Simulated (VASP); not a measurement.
Set up this calculation in VASP 6.6.1, as the native input.

| Quantity | Value |
| --- | --- |
| Task | single point |
| Functional | PBE |
| Potentials or basis | VASP PAW PBE potentials, release 64 (Sc_sv, Al, N) |
| Cutoff | 520 eV |
| k mesh | 4 × 4 × 4 |
| Occupations | gaussian, width 0.01 eV |
| Spin | no spin polarisation |
| Dipole correction | no |
| Further INCAR settings | ALGO = Normal; EDIFF = 1e-06; NBANDS = 20 |

The structure of ScAlN2 lies in POSCAR:

```
ScAlN2
1.0
    1.4927238623      0.8618245237      4.8320590606
   -1.4927238623      0.8618245237      4.8320590606
    0.0000000000     -1.7236490474      4.8320590606
Sc Al N
1 1 2
Direct
    1.0000000000      0.0000000000      0.0000000000
    0.5000000000      0.5000000000      0.5000000000
    0.2433103317      0.2433103317      0.2433103317
    0.7566896683      0.7566896683      0.7566896683
```

This cell differs from its parent crystal: volume changed by -5%.

The input as run:

INCAR

```
SYSTEM = ScAlN2
ALGO = Normal
EDIFF = 1E-6
ENCUT = 520
GGA = PE
ISIF = 2
ISMEAR = 0
LASPH = .TRUE.
LCHARG = .FALSE.
LREAL = .FALSE.
LWAVE = .FALSE.
NBANDS = 20
NELM = 80
PREC = Accurate
SIGMA = 0.01
```

KPOINTS

```
k-points
0
G
  4 4 4
  0 0 0
```

Potentials or basis: VASP PAW PBE potentials, release 64 (Sc_sv, Al, N).

Run with:

```sh
$ cat potpaw_PBE.64/Sc_sv/POTCAR potpaw_PBE.64/Al/POTCAR potpaw_PBE.64/N/POTCAR > POTCAR
$ mpirun -np 1 vasp_std > vasp.out
```

It gave:

```yaml
Pressure: 18.0 GPa
Largest_force: 0.132 eV/Å
Band_gap_on_the_k_mesh: 0.62 eV, indirect (least direct gap 2.53 eV)
```

Caveat: the k points lie up to 0.62 Å⁻¹ apart.

Wall time 22 s on 1 thread of AMD EPYC 9R45 96-Core Processor (Zen 5), with other jobs on the host, peak memory 0.21 GiB.
